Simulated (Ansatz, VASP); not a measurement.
**Sn: VASP beside Ansatz**

INCAR

```
SYSTEM = Sn
PREC = Accurate
ENCUT = 520
EDIFF = 1E-6
ISMEAR = 0
SIGMA = 0.15
LREAL = .False.
LASPH = .True.
NELM = 60
ALGO = Fast
ISIF = 2
LWAVE = .False.
LCHARG = .False.
GGA = PS
NBANDS = 21
```

The input KPOINTS:

```
regular mesh
0
Gamma
  16 16 16
  0 0 0
```

POSCAR

```
Sn
1.0
    0.0000000000      3.2707792804      3.2707792804
    3.4670260372      0.0000000000      3.2707792804
    3.4670260372      3.2707792804      0.0000000000
Sn
2
Direct
    0.5000000000      0.5000000000      0.5000000000
    0.7500000000      0.7500000000      0.7500000000
```

Input for Ansatz:

```yaml
crystal:
  lattice:
    - [0.0, 3.2707792804, 3.2707792804]
    - [3.4670260372, 0.0, 3.2707792804]
    - [3.4670260372, 3.2707792804, 0.0]
  atoms:
    - { symbol: Sn, position: [0.5, 0.5, 0.5] }
    - { symbol: Sn, position: [0.75, 0.75, 0.75] }
basis:
  ecutwfc: 420
kpoints:
  mp_grid: { grid: [16, 16, 16] }
hamiltonian:
  xc: pbesol
scf:
  occupations: { method: gaussian, width: 0.15 }
output:
  forces: true
  stress: true
  eigenvalues: true
```

Change from the starting cell: strain +0.0600 x Voigt [1, 0, 0, 0, 0, 0], atoms carried along.

Alike in both runs: task single point; functional PBEsol; k mesh 16 × 16 × 16; occupations gaussian, width 0.15 eV; no spin polarisation.

|  | VASP | Ansatz |
| --- | --- | --- |
| version | VASP 6.6.1 | Ansatz 0.2.0 |
| potentials or method | VASP PAW PBE potentials, release 64 (Sn_d), cutoff 520 eV | scalar-relativistic, plane waves, PAW |
| valence electrons in the cell | 28 | 28 |

VASP gave:

| Item | Value |
| --- | --- |
| gap on the k mesh at the Fermi level (eV) | none |
| pressure (GPa) | -2.2 |
| traceless stress, the component that is largest in VASP (GPa) | -1.25 |

Problem. What did Ansatz give for the same quantities?

Solution. gap on the k mesh at the Fermi level (eV): none; pressure (GPa): -2.1; traceless stress, the component that is largest in VASP (GPa): -1.25.

VASP's potentials were made for PBE, not for PBEsol. A gap of «none» marks a metal or a gap that the smearing closes.
